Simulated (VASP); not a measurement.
# LaTaO (P-6m2) in VASP: a series of runs

Runs on LaTaO. Level: PBE. Tasks: single point, relaxation of cell and atoms.

Everything below comes from runs of VASP 6.6.1. Logs are shortened: lines on timing, memory, paths and dates and some standing lists are left out, and cuts for length are marked.

## 1. The cell of the first run

The structure is hexagonal, space group P-6m2 (No. 187). The conventional cell has a = 3.479 Å, b = 3.479 Å, c = 6.015 Å, α = 90.00°, β = 90.00°, γ = 120.00°. Within 4.6 Å of La (site symmetry -6m2) lie 6 La at 3.48 Å and 6 Ta at 3.62 Å and 6 O at 3.62 Å. Ta (site symmetry -6m2) has 3 O at 2.01 Å within 2.7 Å. O (site symmetry -6m2) has 3 Ta at 2.01 Å within 2.7 Å.

The cell was generated, and may not be a known phase.

## 2. Single point, PBE

Input file INCAR:

```
PREC = Accurate
ENCUT = 520
EDIFF = 1E-6
ISMEAR = 0
SIGMA = 0.1
LREAL = False
LASPH = True
NELM = 80
ALGO = Normal
ISIF = 2
LWAVE = False
LCHARG = False
GGA = PE
NBANDS = 21
```

Input file KPOINTS:

```
Automatic mesh
0
Gamma
  18 18 8
```

Input file POSCAR:

```
LaTaO
1.0
    3.4792048093      0.0000000000      0.0000000000
   -1.7396024047      3.0130797498      0.0000000000
    0.0000000000      0.0000000000      6.0148058846
La Ta O
1 1 1
Direct
    0.0000000000      0.0000000000      0.0000000000
    0.6666666667      0.3333333333      0.5000000000
    0.3333333333      0.6666666667      0.5000000000
```

Potentials or basis: VASP PAW PBE potentials, release 64 (La, Ta_pv, O).

On the command line:

```sh
$ cat potpaw_PBE.64/La/POTCAR potpaw_PBE.64/Ta_pv/POTCAR potpaw_PBE.64/O/POTCAR > POTCAR
$ mpirun -np 1 vasp_std > vasp.out
```

OUTCAR:

```text
PREC = Accurate
   ENCUT = 520
   EDIFF = 1E-6
   ISMEAR = 0
   LREAL = False
   LASPH = True
   NELM = 80
   ISIF = 2
   GGA = PE

 ion  position               nearest neighbor table
   1  0.000  0.000  0.000-   2 3.62   2 3.62   2 3.62   2 3.62   2 3.62   2 3.62
   2  0.667  0.333  0.500-   3 2.01   3 2.01   3 2.01   1 3.62   1 3.62   1 3.62   1 3.62   1 3.62
                             1 3.62
   3  0.333  0.667  0.500-   2 2.01   2 2.01   2 2.01

  LATTYP: Found a hexagonal cell.
 ALAT       =     3.4792048093
 C/A-ratio  =     1.7287875288

  Lattice vectors:

 A1 = (   3.4792048093,   0.0000000000,   0.0000000000)
 A2 = (  -1.7396024047,   3.0130797498,   0.0000000000)
 A3 = (   0.0000000000,   0.0000000000,   6.0148058846)

Analysis of symmetry for initial positions (statically):
=====================================================================
 Subroutine PRICEL returns:
 Original cell was already a primitive cell.

 Routine SETGRP: Setting up the symmetry group for a
 hexagonal supercell.

 Subroutine GETGRP returns: Found 12 space group operations
 (whereof 12 operations were pure point group operations)
 out of a pool of 24 trial point group operations.

The static configuration has the point symmetry D_3h.

Analysis of symmetry for dynamics (positions and initial velocities):
=====================================================================
 Subroutine PRICEL returns:
 Original cell was already a primitive cell.

 Routine SETGRP: Setting up the symmetry group for a
 hexagonal supercell.

 Subroutine GETGRP returns: Found 12 space group operations
 (whereof 12 operations were pure point group operations)
 out of a pool of 24 trial point group operations.

The dynamic configuration has the point symmetry D_3h.

 Subroutine INISYM returns: Found 12 space group operations
 (whereof 12 operations are pure point group operations),
 and found     1 'primitive' translations

----------------------------------------------------------------------------------------

                                     Primitive cell

  volume of cell :      63.0539

  direct lattice vectors                    reciprocal lattice vectors
     3.479204809  0.000000000  0.000000000     0.287421999  0.165943168  0.000000000
    -1.739602405  3.013079750  0.000000000     0.000000000  0.331886337  0.000000000
     0.000000000  0.000000000  6.014805885     0.000000000  0.000000000  0.166256404

  length of vectors
     3.479204809  3.479204809  6.014805885     0.331886337  0.331886337  0.166256404

  position of ions in fractional coordinates (direct lattice)
     0.000000000  0.000000000  0.000000000
     0.666666667  0.333333333  0.500000000
     0.333333333  0.666666667  0.500000000

  ion indices of the primitive-cell ions
   primitive index   ion index
                 1           1
                 2           2
                 3           3

----------------------------------------------------------------------------------------

 KPOINTS: Automatic mesh

Automatic generation of k-mesh.
 Grid dimensions read from file:
 generate k-points for:   18   18    8

 Generating k-lattice:

  Cartesian coordinates                     Fractional coordinates (reciprocal lattice)
     0.015967889  0.009219065  0.000000000     0.055555556  0.000000000  0.000000000
     0.000000000  0.018438130  0.000000000     0.000000000  0.055555556  0.000000000
     0.000000000  0.000000000  0.020782051     0.000000000  0.000000000  0.125000000

  Length of vectors
     0.018438130  0.018438130  0.020782051

  Shift w.r.t. Gamma in fractional coordinates (k-lattice)
     0.000000000  0.000000000  0.000000000

 Subroutine IBZKPT returns following result:
 ===========================================

 Found    185 irreducible k-points:

 Following reciprocal coordinates:
            Coordinates               Weight
  0.000000  0.000000  0.000000      1.000000
  0.055556 -0.000000  0.000000      6.000000
  0.111111 -0.000000  0.000000      6.000000
  0.166667  0.000000  0.000000      6.000000
  0.222222 -0.000000  0.000000      6.000000
  0.277778  0.000000  0.000000      6.000000
[... 16 lines left out ...]
  0.333333  0.111111  0.000000     12.000000
  0.388889  0.111111  0.000000     12.000000
 [... further k-points ...]
   k-points           NKPTS =    185   k-points in BZ     NKDIM =    185   number of bands    NBANDS=     21
   number of dos      NEDOS =    301   number of ions     NIONS =      3
   total plane-waves  NPLWV =  37632
   dimension x,y,z NGX =    28 NGY =   28 NGZ =   48
   dimension x,y,z NGXF=    56 NGYF=   56 NGZF=   96
   ions per type =               1   1   1
   NGX,Y,Z   is equivalent  to a cutoff of  13.38, 13.38, 13.27 a.u.
   NGXF,Y,Z  is equivalent  to a cutoff of  26.76, 26.76, 26.53 a.u.
 SYSTEM =  unknown system
   PREC   = accura    normal or accurate (medium, high low for compatibility)
   ISTART =      0    job   : 0-new  1-cont  2-samecut
   ICHARG =      2    charge: 1-file 2-atom 10-const
   ISPIN  =      1    spin polarized calculation?
   LNONCOLLINEAR =      F non collinear calculations
   LSORBIT =      F    spin-orbit coupling
   LASPH  =      T    aspherical Exc in radial PAW
   ENCUT  =  520.0 eV  38.22 Ry    6.18 a.u.   6.47  6.47 11.18*2*pi/ulx,y,z
   NELM   =     80;   NELMIN=  2; NELMDL= -5     # of ELM steps
   EDIFF  = 0.1E-05   stopping-criterion for ELM
   LREAL  =      F    real-space projection
   EDIFFG = 0.1E-04   stopping-criterion for IOM
   NSW    =      0    number of steps for IOM
   IBRION =     -1    ionic relax: 0-MD 1-quasi-New 2-CG
   NFREE  =      0    steps in history (QN), initial steepest desc. (CG)
   ISIF   =      2    stress and relaxation
   ISYM   =      2    0-nonsym 1-usesym 2-fastsym
   POTIM  = 0.5000    time-step for ionic-motion
   TEBEG  =    0.0;   TEEND  =   0.0 temperature during run
   PSTRESS=    0.0 pullay stress
   NELECT =      28.0000    total number of electrons
   NUPDOWN=      -1.0000    fix difference up-down
   EMIN   =  10.00;   EMAX   =-10.00  energy-range for DOS
   EFERMI =   0.00;   METHOD = LEGACY
   ISMEAR =     0;   SIGMA  =   0.10  broadening in eV -4-tet -1-fermi 0-gaus
   EFERMI_NEDOS =   21; number of points for ismear=-14 and -15
   IALGO  =     38    algorithm
   IMIX   =      4    mixing-type and parameters
     AMIX     =   0.40;   BMIX     =  1.00
     AMIX_MAG =   1.60;   BMIX_MAG =  1.00
  volume/ion in A,a.u.               =      21.02       141.84
  Fermi-wavevector in a.u.,A,eV,Ry     =   1.248984  2.360237 21.224547  1.559960
  Thomas-Fermi vector in A             =   2.383045
   LORBIT       =      0    0 simple, 1 ext, 2 COOP (PROOUT), +10 PAW based schemes
   GGA     = PE    functional components
   LHFCALC =     F    Hartree Fock is set to
   AEXX    =    0.0000 exact exchange contribution
   IVDW    =     0    specifies the selected vdW correction
   LEPSILON=     F    determine dielectric tensor
   LRPA    =     F    only Hartree local field effects (RPA)
 non-spin polarized calculation
 Gauss-broadening in eV      SIGMA  =   0.10
  energy-cutoff  :      520.00
  volume of cell :       63.05
 maximum number of plane-waves:      1727
 NGX is ok and might be reduce to    28
   NGX = 13   NGY = 13   NGZ = 23

 number of electron      27.9999998 magnetization

 Free energy of the ion-electron system (eV)
  ---------------------------------------------------
  ext. energy  EPLUGINS =         0.00000000
  ---------------------------------------------------
  free energy    TOTEN  =       -23.96706651 eV

  energy without entropy =      -23.95251784  energy(sigma->0) =      -23.95979218

 E-fermi :   7.3998     XC(G=0): -10.6560

 val. band max:        7.3946624849   @ k =   0.3333   0.1111   0.0000
 cond. band min:       7.4030480102   @ k =   0.4444  -0.0000   0.1250
 fundamental gap:      0.0083855253
 Fermi energy:         7.3998136721

 k-point     1 :       0.0000    0.0000    0.0000
  band No.  band energies     occupation
      1     -28.2163      2.00000
      2     -28.2163      2.00000
      3     -28.0417      2.00000
      4     -25.3223      2.00000
      5     -14.1226      2.00000
      6      -9.1652      2.00000
[... 13 lines left out ...]
     20       9.3305      0.00000
     21       9.7329      0.00000

 k-point     2 :       0.0556   -0.0000    0.0000
  band No.  band energies     occupation
      1     -28.2269      2.00000
      2     -28.2183      2.00000
      3     -28.0409      2.00000
      4     -25.3136      2.00000
      5     -14.0964      2.00000
      6      -9.1551      2.00000
[... 13 lines left out ...]
     20       9.4677      0.00000
     21       9.7261      0.00000

 k-point     3 :       0.1111   -0.0000    0.0000
  band No.  band energies     occupation
      1     -28.2573      2.00000
      2     -28.2239      2.00000
      3     -28.0386      2.00000
      4     -25.2887      2.00000
      5     -14.0218      2.00000
      6      -9.1257      2.00000
[... 13 lines left out ...]
     20       9.6560      0.00000
     21       9.6922      0.00000

 k-point     4 :       0.1667    0.0000    0.0000
  band No.  band energies     occupation
      1     -28.3033      2.00000
      2     -28.2326      2.00000
      3     -28.0351      2.00000
      4     -25.2500      2.00000
      5     -13.9085      2.00000
      6      -9.0801      2.00000
[... 13 lines left out ...]
     20       9.6162      0.00000
     21       9.7690      0.00000

 k-point     5 :       0.2222   -0.0000    0.0000
  band No.  band energies     occupation
      1     -28.3590      2.00000
      2     -28.2432      2.00000
      3     -28.0307      2.00000
      4     -25.2020      2.00000
      5     -13.7715      2.00000
      6      -9.0230      2.00000
[... 13 lines left out ...]
     20       9.5004      0.00000
     21       9.8242      0.00000

 k-point     6 :       0.2778    0.0000    0.0000
  band No.  band energies     occupation
      1     -28.4173      2.00000
      2     -28.2544      2.00000
      3     -28.0261      2.00000
      4     -25.1500      2.00000
      5     -13.6283      2.00000
      6      -9.2448      2.00000
[... 13 lines left out ...]
     20       9.4173      0.00000
     21       9.9151      0.00000

 k-point     7 :       0.3333    0.0000    0.0000
  band No.  band energies     occupation
      1     -28.4713      2.00000
      2     -28.2650      2.00000
      3     -28.0218      2.00000
      4     -25.1004      2.00000
      5     -13.4963      2.00000
      6      -9.5388      2.00000
[... 13 lines left out ...]
     20       9.4197      0.00000
     21       9.7843      0.00000
[... 291 lines left out ...]
      1     -28.3746      2.00000
      2     -28.2534      2.00000
      3     -28.0290      2.00000
      4     -25.1830      2.00000
      5     -13.7175      2.00000
      6      -9.0005      2.00000
[... 13 lines left out ...]
     20       9.5216      0.00000
     21       9.7639      0.00000

 k-point    21 :       0.2222    0.1111    0.0000
  band No.  band energies     occupation
      1     -28.4258      2.00000
      2     -28.2675      2.00000
      3     -28.0247      2.00000
      4     -25.1340      2.00000
      5     -13.5827      2.00000
      6      -9.2743      2.00000
[... 13 lines left out ...]
     20       9.4850      0.00000
     21       9.7504      0.00000

 k-point    22 :       0.2778    0.1111    0.0000
  band No.  band energies     occupation
      1     -28.4732      2.00000
      2     -28.2808      2.00000
      3     -28.0206      2.00000
      4     -25.0872      2.00000
      5     -13.4580      2.00000
      6      -9.5285      2.00000
[... 13 lines left out ...]
     20       9.4898      0.00000
     21       9.7322      0.00000

 k-point    23 :       0.3333    0.1111    0.0000
  band No.  band energies     occupation
      1     -28.5113      2.00000
      2     -28.2916      2.00000
      3     -28.0173      2.00000
      4     -25.0485      2.00000
      5     -13.3578      2.00000
      6      -9.7297      2.00000
[... 13 lines left out ...]
     20       9.4822      0.00000
     21       9.7184      0.00000

 k-point    24 :       0.3889    0.1111    0.0000
  band No.  band energies     occupation
      1     -28.5360      2.00000
      2     -28.2987      2.00000
      3     -28.0151      2.00000
      4     -25.0231      2.00000
      5     -13.2933      2.00000
      6      -9.8584      2.00000
[... 13 lines left out ...]
     20       9.4668      0.00000
     21       9.7161      0.00000

 [... further k-points ...]
[... 5 lines left out ...]
  --------------------------------------------------------------------------------------
  -------------------------------------------------------------------------------------
  Total        0.1526222      0.1526222     -0.0621418     -0.0000000      0.0000000      0.0000000
  in kB        3.8780747      3.8780747     -1.5789993     -0.0000000      0.0000000      0.0000000
  external PRESSURE =       2.0590501 kB  Pullay stress =       0.0000000 kB

 VOLUME and BASIS-vectors are now :
 -----------------------------------------------------------------------------
  energy-cutoff  :      520.00
  volume of cell :       63.05
      direct lattice vectors                 reciprocal lattice vectors
     3.479204809  0.000000000  0.000000000     0.287421999  0.165943168  0.000000000
    -1.739602405  3.013079750  0.000000000     0.000000000  0.331886337  0.000000000
     0.000000000  0.000000000  6.014805885     0.000000000  0.000000000  0.166256404

 POSITION                                       TOTAL-FORCE (eV/Angst)
 -----------------------------------------------------------------------------------
      0.00000      0.00000      0.00000        -0.000000      0.000000      0.000000
      1.73960      1.00436      3.00740        -0.000000     -0.000000      0.000000
     -0.00000      2.00872      3.00740         0.000000      0.000000      0.000000
 -----------------------------------------------------------------------------------
    total drift:                                0.000001     -0.000001     -0.000000

  FREE ENERGIE OF THE ION-ELECTRON SYSTEM (eV)
  ---------------------------------------------------
  free  energy   TOTEN  =       -23.9670665084 eV

  energy  without entropy=      -23.9525178421  energy(sigma->0) =      -23.95979218
```

Wall time 3.9 min (1 thread of AMD EPYC 7R13 (Zen 3), shared host); peak memory 0.41 GiB.

What came out:

| Quantity | Value |
| --- | --- |
| Free energy | -23.9671 eV |
| Pressure | 0.2 GPa |
| Band gap on the k mesh | zero (bands 14 and 15 overlap by 1.52 eV) |

Stress tensor (GPa, compression positive):
```
 0.39  0.00  0.00
 0.00  0.39  0.00
 0.00  0.00 -0.16
```

Caveat: spin-orbit coupling is left out, which moves the levels of the heavy elements.

## 3. Relaxation of cell and atoms, PBE

Input file INCAR:

```
SYSTEM = LaTaO
  ALGO = Normal
  EDIFF = 1E-7
  EDIFFG = -0.01
  ENCUT = 600
  GGA = PE
  IBRION = 2
  ISIF = 3
  ISMEAR = 0
  LASPH = .True.
  LCHARG = .False.
  LREAL = .False.
  LWAVE = .False.
  NELM = 100
  NSW = 100
  PREC = Accurate
  SIGMA = 0.1
```

Input file KPOINTS:

```
k-points
0
Gamma
  18 18 8
  0 0 0
```

Input file POSCAR:

```
LaTaO
1.0
    3.4749353014      0.0000000000      0.0000000000
   -1.7374676507      3.0093822475      0.0000000000
    0.0000000000      0.0000000000      6.0397118146
La Ta O
1 1 1
Direct
    0.0000000000      0.0000000000      0.0000000000
    0.6666666667      0.3333333333      0.5000000000
    0.3333333333      0.6666666667      0.5000000000
```

Potentials or basis: VASP PAW PBE potentials, release 64 (La, Ta_pv, O).

On the command line:

```sh
$ cat potpaw_PBE.64/La/POTCAR potpaw_PBE.64/Ta_pv/POTCAR potpaw_PBE.64/O/POTCAR > POTCAR
$ mpirun -np 1 vasp_std > vasp.out
```

Run time: 12 min. Hardware: 1 thread of AMD EPYC 7R13 (Zen 3), shared host; peak memory 0.45 GiB.

The run converged. Its results:

```yaml
Free_energy: -23.9708 eV
Relaxed_volume: 21.00 Å³/atom
Relaxed_cell: a = 3.484 Å, b = 3.484 Å, c = 5.995 Å, α = 90.00°, β = 90.00°, γ = 120.00°
Space_group_after_relaxing_to_0.1_Å: P-6m2 (No. 187)
Energy_gained_by_relaxing: 0.4 meV/atom
Ionic_steps: 5
Pressure_after_relaxing: 0.0 GPa
Band_gap_on_the_k_mesh: zero (bands 14 and 15 overlap by 1.51 eV)
```

Step by step:
| step | energy change (eV) | largest force (eV/Å) | pressure (GPa) | volume (Å³) |
| --- | --- | --- | --- | --- |
| 1 | 0.0000 | 0.0000 | 0.26 | 63.16 |
| 2 | -0.0004 | 0.0000 | -0.61 | 63.47 |
| 3 | -0.0007 | 0.0000 | -0.28 | 63.35 |
| 4 | -0.0012 | 0.0000 | -0.10 | 63.13 |
| 5 | -0.0013 | 0.0000 | 0.00 | 63.00 |

Final structure:
```
La Ta O
1.0
     3.48355    0.00000    0.00000
    -1.74178    3.01685    0.00000
     0.00000    0.00000    5.99453
La Ta O
1 1 1
Direct
  0.00000 0.00000 0.00000
  0.66667 0.33333 0.50000
  0.33333 0.66667 0.50000
```

Levels at points of the mesh, in eV from the Fermi level:
```
           k point  band 10  band 11  band 12  band 13  band 14  band 15  band 16  band 17  band 18
(0.00, 0.00, 0.00)    -8.19    -6.06    -3.68    -1.16     0.80     0.80     1.14     1.64     1.76
(0.50, 0.00, 0.00)    -6.85    -6.53    -2.06    -0.93    -0.44    -0.08     0.20     0.81     1.85
(0.00, 0.00, 0.50)    -8.19    -6.42    -1.77    -1.63     0.56     0.62     0.62     0.92     1.50
(0.50, 0.00, 0.50)    -6.82    -6.54    -2.36    -1.42    -0.38    -0.23     0.30     1.51     1.96
```

Caveat: spin-orbit coupling is left out, which moves the levels of the heavy elements.
